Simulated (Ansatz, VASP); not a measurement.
# One calculation of TaSi2, two programs

```
CELL_PARAMETERS angstrom
4.76086 0.00000 0.00000
-2.38043 4.12303 0.00000
0.00000 0.00000 6.55578
ATOMIC_POSITIONS crystal
Ta 0.50000 0.00000 0.50000
Ta 0.50000 0.50000 0.83333
Ta 0.00000 0.50000 0.16667
Si 0.15927 0.31854 0.50000
Si 0.84073 0.15927 0.83333
Si 0.68146 0.84073 0.16667
Si 0.84073 0.68146 0.50000
Si 0.15927 0.84073 0.83333
Si 0.31854 0.15927 0.16667
```

Alike in both runs: functional PBEsol; k mesh 12 × 12 × 6; occupations gaussian, width 0.1 eV; no spin polarisation.

Ansatz relaxed the structure, and its values are those at the end. VASP's run is a single point on that final structure, the one shown.

|  | VASP | Ansatz |
| --- | --- | --- |
| version | VASP 6.6.1 | Ansatz 0.2.0 |
| potentials or method | VASP PAW PBE potentials, release 64 (Ta_pv, Si), cutoff 520 eV | scalar-relativistic, plane waves, PAW |
| valence electrons in the cell | 57 | 63 |

|  | VASP | Ansatz | Ansatz less VASP |
| --- | --- | --- | --- |
| gap on the k mesh at the Fermi level (eV) | none | none | - |
| pressure (GPa) | 0.3 | 0.0 | -0.32 |

VASP's potentials were made for PBE, not for PBEsol. A gap of «none» marks a metal or a gap that the smearing closes. VASP's potentials hold 57 valence electrons a cell and Ansatz's 63, so a difference there can come from the potentials and not from the codes.

Spin-orbit coupling is off throughout.
